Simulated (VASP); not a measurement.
# Pb (P-1) in VASP: single point with PBEsol

Aim: the single point of Pb with PBEsol.

All numbers are computed with VASP 6.6.1; they aren't measurements. Logs are shortened: lines on timing, memory, paths and dates and some standing lists are left out, and cuts for length are marked.

## (1) The cell of the first run

The typed cell holds 2 atoms: a = 3.481 Å, b = 3.525 Å, c = 5.591 Å, α = 90.62°, β = 91.71°, γ = 121.27°.

## (2) Single point, PBEsol (equal xy, yz and zx shear strains of -3 %)

Input file INCAR:

```
ALGO = Normal
EDIFF = 1E-6
ENCUT = 520
GGA = PS
ISIF = 2
ISMEAR = -1
LASPH = True
LCHARG = True
LELF = True
LREAL = False
LVHAR = True
LWAVE = False
NBANDS = 21
NELM = 100
PREC = Accurate
SIGMA = 0.05
```

Input file KPOINTS:

```
k-points
0
Gamma
  12 12 7
```

Input file POSCAR:

```
Pb
1.0
    3.4800006906     -0.0522000104     -0.0522000104
   -1.7852068804      3.0398690084     -0.0191065299
   -0.0838500000     -0.0838500000      5.5900000000
Pb
2
Direct
    0.3333333333      0.6666666667      0.2500000000
    0.6666666667      0.3333333333      0.7500000000
```

Potentials or basis: VASP PAW PBE potentials, release 64 (Pb_d).

Launch:

```console
cat potpaw_PBE.64/Pb_d/POTCAR > POTCAR
mpirun -np 1 vasp_std > vasp.out
```

OUTCAR:

```text
EDIFF = 1E-6
   ENCUT = 520
   GGA = PS
   ISIF = 2
   ISMEAR = -1
   LASPH = True
   LREAL = False
   NELM = 100
   PREC = Accurate

 ion  position               nearest neighbor table
   1  0.333  0.667  0.250-   2 3.36   2 3.39   2 3.44   2 3.48   2 3.49   2 3.49
   2  0.667  0.333  0.750-   1 3.36   1 3.39   1 3.44   1 3.48   1 3.49   1 3.49

  LATTYP: Found a triclinic cell.
 ALAT       =     3.5253556209
 B/A-ratio  =     2.3667491014
 C/A-ratio  =     0.9873567314
 COS(alpha) =     0.0015610424
 COS(beta)  =     0.5191268022
 COS(gamma) =     0.6356801608

  Lattice vectors:

 A1 = (  -1.7852068804,   3.0398690084,  -0.0191065299)
 A2 = (  -0.0065630702,   6.1113880064,  -5.6804130702)
 A3 = (  -3.4800006906,   0.0522000104,   0.0522000104)

Analysis of symmetry for initial positions (statically):
=====================================================================
 Subroutine PRICEL returns:
 Original cell was already a primitive cell.

 Routine SETGRP: Setting up the symmetry group for a
 triclinic supercell.

 Subroutine GETGRP returns: Found  2 space group operations
 (whereof  2 operations were pure point group operations)
 out of a pool of  2 trial point group operations.

The static configuration has the point symmetry S_2 .

Analysis of symmetry for dynamics (positions and initial velocities):
=====================================================================
 Subroutine PRICEL returns:
 Original cell was already a primitive cell.

 Routine SETGRP: Setting up the symmetry group for a
 triclinic supercell.

 Subroutine GETGRP returns: Found  2 space group operations
 (whereof  2 operations were pure point group operations)
 out of a pool of  2 trial point group operations.

The dynamic configuration has the point symmetry S_2 .

 Subroutine INISYM returns: Found  2 space group operations
 (whereof  2 operations are pure point group operations),
 and found     1 'primitive' translations

----------------------------------------------------------------------------------------

                                     Primitive cell

  volume of cell :      58.5875

  direct lattice vectors                    reciprocal lattice vectors
     3.480000691 -0.052200010 -0.052200010     0.290015234  0.170359030  0.006905614
    -1.785206880  3.039869008 -0.019106530     0.005055260  0.331962092  0.005055260
    -0.083850000 -0.083850000  5.590000000     0.002725472  0.002725472  0.178972641

  length of vectors
     3.480783603  3.525355621  5.591257609     0.336420455  0.332039066  0.179014141

  position of ions in fractional coordinates (direct lattice)
     0.333333333  0.666666667  0.250000000
     0.666666667  0.333333333  0.750000000

  ion indices of the primitive-cell ions
   primitive index   ion index
                 1           1
                 2           2

----------------------------------------------------------------------------------------

 KPOINTS: k-points

Automatic generation of k-mesh.
 Grid dimensions read from file:
 generate k-points for:   12   12    7

 Generating k-lattice:

  Cartesian coordinates                     Fractional coordinates (reciprocal lattice)
     0.024167936  0.014196586  0.000575468     0.083333333 -0.000000000  0.000000000
     0.000421272  0.027663508  0.000421272     0.000000000  0.083333333  0.000000000
     0.000389353  0.000389353  0.025567520     0.000000000  0.000000000  0.142857143

  Length of vectors
     0.028035038  0.027669922  0.025573449

  Shift w.r.t. Gamma in fractional coordinates (k-lattice)
     0.000000000  0.000000000  0.000000000

 Subroutine IBZKPT returns following result:
 ===========================================

 Found    506 irreducible k-points:

 Following reciprocal coordinates:
            Coordinates               Weight
  0.000000  0.000000  0.000000      1.000000
  0.083333 -0.000000  0.000000      2.000000
  0.166667  0.000000  0.000000      2.000000
  0.250000  0.000000 -0.000000      2.000000
  0.333333  0.000000  0.000000      2.000000
  0.416667  0.000000  0.000000      2.000000
[... 16 lines left out ...]
  0.250000  0.166667  0.000000      2.000000
  0.333333  0.166667  0.000000      2.000000
 [... further k-points ...]
   k-points           NKPTS =    506   k-points in BZ     NKDIM =    506   number of bands    NBANDS=     21
   number of dos      NEDOS =    301   number of ions     NIONS =      2
   total plane-waves  NPLWV =  32928
   dimension x,y,z NGX =    28 NGY =   28 NGZ =   42
   dimension x,y,z NGXF=    56 NGYF=   56 NGZF=   84
   ions per type =               2
   NGX,Y,Z   is equivalent  to a cutoff of  13.37, 13.20, 12.49 a.u.
   NGXF,Y,Z  is equivalent  to a cutoff of  26.75, 26.41, 24.98 a.u.
 SYSTEM =  unknown system
   PREC   = accura    normal or accurate (medium, high low for compatibility)
   ISTART =      0    job   : 0-new  1-cont  2-samecut
   ICHARG =      2    charge: 1-file 2-atom 10-const
   ISPIN  =      1    spin polarized calculation?
   LNONCOLLINEAR =      F non collinear calculations
   LSORBIT =      F    spin-orbit coupling
   LASPH  =      T    aspherical Exc in radial PAW
   ENCUT  =  520.0 eV  38.22 Ry    6.18 a.u.   6.47  6.55 10.40*2*pi/ulx,y,z
   NELM   =    100;   NELMIN=  2; NELMDL= -5     # of ELM steps
   EDIFF  = 0.1E-05   stopping-criterion for ELM
   LREAL  =      F    real-space projection
   EDIFFG = 0.1E-04   stopping-criterion for IOM
   NSW    =      0    number of steps for IOM
   IBRION =     -1    ionic relax: 0-MD 1-quasi-New 2-CG
   NFREE  =      0    steps in history (QN), initial steepest desc. (CG)
   ISIF   =      2    stress and relaxation
   ISYM   =      2    0-nonsym 1-usesym 2-fastsym
   POTIM  = 0.5000    time-step for ionic-motion
   TEBEG  =    0.0;   TEEND  =   0.0 temperature during run
   PSTRESS=    0.0 pullay stress
   NELECT =      28.0000    total number of electrons
   NUPDOWN=      -1.0000    fix difference up-down
   EMIN   =  10.00;   EMAX   =-10.00  energy-range for DOS
   EFERMI =   0.00;   METHOD = LEGACY
   ISMEAR =    -1;   SIGMA  =   0.05  broadening in eV -4-tet -1-fermi 0-gaus
   EFERMI_NEDOS =   21; number of points for ismear=-14 and -15
   IALGO  =     38    algorithm
   IMIX   =      4    mixing-type and parameters
     AMIX     =   0.40;   BMIX     =  1.00
     AMIX_MAG =   1.60;   BMIX_MAG =  1.00
  volume/ion in A,a.u.               =      29.29       197.68
  Fermi-wavevector in a.u.,A,eV,Ry     =   1.279949  2.418752 22.289996  1.638268
  Thomas-Fermi vector in A             =   2.412405
   LORBIT       =      0    0 simple, 1 ext, 2 COOP (PROOUT), +10 PAW based schemes
   GGA     = PS    functional components
   LHFCALC =     F    Hartree Fock is set to
   AEXX    =    0.0000 exact exchange contribution
   IVDW    =     0    specifies the selected vdW correction
   LEPSILON=     F    determine dielectric tensor
   LRPA    =     F    only Hartree local field effects (RPA)
 non-spin polarized calculation
  energy-cutoff  :      520.00
  volume of cell :       58.59
 maximum number of plane-waves:      1603
 NGX is ok and might be reduce to    28
   NGX = 13   NGY = 13   NGZ = 21

 number of electron      28.0000004 magnetization

 Free energy of the ion-electron system (eV)
  ---------------------------------------------------
  ext. energy  EPLUGINS =         0.00000000
  ---------------------------------------------------
  free energy    TOTEN  =        -7.95356007 eV

  energy without entropy =       -7.94246581  energy(sigma->0) =       -7.94801294

 E-fermi :   7.4596     XC(G=0): -10.5091

 val. band max:        7.4553300875   @ k =  -0.0833  -0.0833   0.4286
 cond. band min:       7.4659047524   @ k =  -0.4167   0.0833   0.0000
 fundamental gap:      0.0105746649
 Fermi energy:         7.4596442333

 k-point     1 :       0.0000    0.0000    0.0000
  band No.  band energies     occupation
      1      -9.5721      2.00000
      2      -9.5301      2.00000
      3      -9.5240      2.00000
      4      -9.4961      2.00000
      5      -9.4757      2.00000
      6      -9.4546      2.00000
[... 13 lines left out ...]
     20      16.5692      0.00000
     21      18.8860      0.00000

 k-point     2 :       0.0833   -0.0000    0.0000
  band No.  band energies     occupation
      1      -9.5618      2.00000
      2      -9.5312      2.00000
      3      -9.5049      2.00000
      4      -9.4818      2.00000
      5      -9.4697      2.00000
      6      -9.4545      2.00000
[... 13 lines left out ...]
     20      17.0560      0.00000
     21      18.5490      0.00000

 k-point     3 :       0.1667    0.0000    0.0000
  band No.  band energies     occupation
      1      -9.5689      2.00000
      2      -9.5187      2.00000
      3      -9.4748      2.00000
      4      -9.4709      2.00000
      5      -9.4564      2.00000
      6      -9.4486      2.00000
[... 13 lines left out ...]
     20      17.7026      0.00000
     21      18.0448      0.00000

 k-point     4 :       0.2500    0.0000   -0.0000
  band No.  band energies     occupation
      1      -9.6063      2.00000
      2      -9.5135      2.00000
      3      -9.4968      2.00000
      4      -9.4956      2.00000
      5      -9.4447      2.00000
      6      -9.3776      2.00000
[... 13 lines left out ...]
     20      16.7492      0.00000
     21      17.9706      0.00000

 k-point     5 :       0.3333    0.0000    0.0000
  band No.  band energies     occupation
      1      -9.6445      2.00000
      2      -9.5536      2.00000
      3      -9.5198      2.00000
      4      -9.5086      2.00000
      5      -9.4131      2.00000
      6      -9.3518      2.00000
[... 13 lines left out ...]
     20      16.0820      0.00000
     21      17.6959      0.00000
[... 382 lines left out ...]
     20      16.8297      0.00000
     21      17.6573      0.00000

 k-point    22 :       0.1667    0.1667    0.0000
  band No.  band energies     occupation
      1      -9.5587      2.00000
      2      -9.5527      2.00000
      3      -9.5357      2.00000
      4      -9.4995      2.00000
      5      -9.4246      2.00000
      6      -9.3957      2.00000
[... 13 lines left out ...]
     20      16.6573      0.00000
     21      17.4496      0.00000

 k-point    23 :       0.2500    0.1667    0.0000
  band No.  band energies     occupation
      1      -9.5887      2.00000
      2      -9.5743      2.00000
      3      -9.5220      2.00000
      4      -9.5082      2.00000
      5      -9.4091      2.00000
      6      -9.3603      2.00000
[... 13 lines left out ...]
     20      16.4446      0.00000
     21      19.1699      0.00000

 k-point    24 :       0.3333    0.1667    0.0000
  band No.  band energies     occupation
      1      -9.6179      2.00000
      2      -9.5990      2.00000
      3      -9.5124      2.00000
      4      -9.4918      2.00000
      5      -9.4015      2.00000
      6      -9.3722      2.00000
[... 13 lines left out ...]
     20      16.2032      0.00000
     21      20.4468      0.00000

 [... further k-points ...]
[... 5 lines left out ...]
  --------------------------------------------------------------------------------------
  -------------------------------------------------------------------------------------
  Total        0.2405519      0.2933991      0.5252015      0.1035596      0.1194309      0.1122391
  in kB        6.5783117      8.0235108     14.3625524      2.8320183      3.2660463      3.0693748
  external PRESSURE =       9.6547916 kB  Pullay stress =       0.0000000 kB

 VOLUME and BASIS-vectors are now :
 -----------------------------------------------------------------------------
  energy-cutoff  :      520.00
  volume of cell :       58.59
      direct lattice vectors                 reciprocal lattice vectors
     3.480000691 -0.052200010 -0.052200010     0.290015234  0.170359030  0.006905614
    -1.785206880  3.039869008 -0.019106530     0.005055260  0.331962092  0.005055260
    -0.083850000 -0.083850000  5.590000000     0.002725472  0.002725472  0.178972641

 POSITION                                       TOTAL-FORCE (eV/Angst)
 -----------------------------------------------------------------------------------
     -0.05110      1.98822      1.36736         0.019934     -0.000671      0.004985
      1.66204      0.91560      4.15133        -0.019934      0.000671     -0.004985
 -----------------------------------------------------------------------------------
    total drift:                                0.000000     -0.000000     -0.000000

  FREE ENERGIE OF THE ION-ELECTRON SYSTEM (eV)
  ---------------------------------------------------
  free  energy   TOTEN  =        -7.9535600672 eV

  energy  without entropy=       -7.9424658123  energy(sigma->0) =       -7.94801294
```

Wall time 5.3 min (1 thread of Intel Xeon Platinum 8259CL at 2.50GHz (Skylake/Cascade Lake), shared host); peak memory 0.55 GiB.

Results:

```
Free energy            : -7.9536 eV
Pressure               : 1.0 GPa
Largest force          : 0.021 eV/Å
Band gap on the k mesh : zero (band 14 reaches 12.92 eV, above the bottom of band 15 at 5.46 eV)
```

Forces on the atoms (eV/Å):
```
Pb   0.020 -0.001  0.005
Pb  -0.020  0.001 -0.005
```

Stress tensor (GPa, compression positive):
```
0.66 0.28 0.31
0.28 0.80 0.33
0.31 0.33 1.44
```

Caveat: the cell differs from its parent crystal (equal xy, yz and zx shear strains of -3 %); the PAW data sets were made with another functional, which shifts forces and pressure a little; spin-orbit coupling is left out, which moves the levels of the heavy elements.
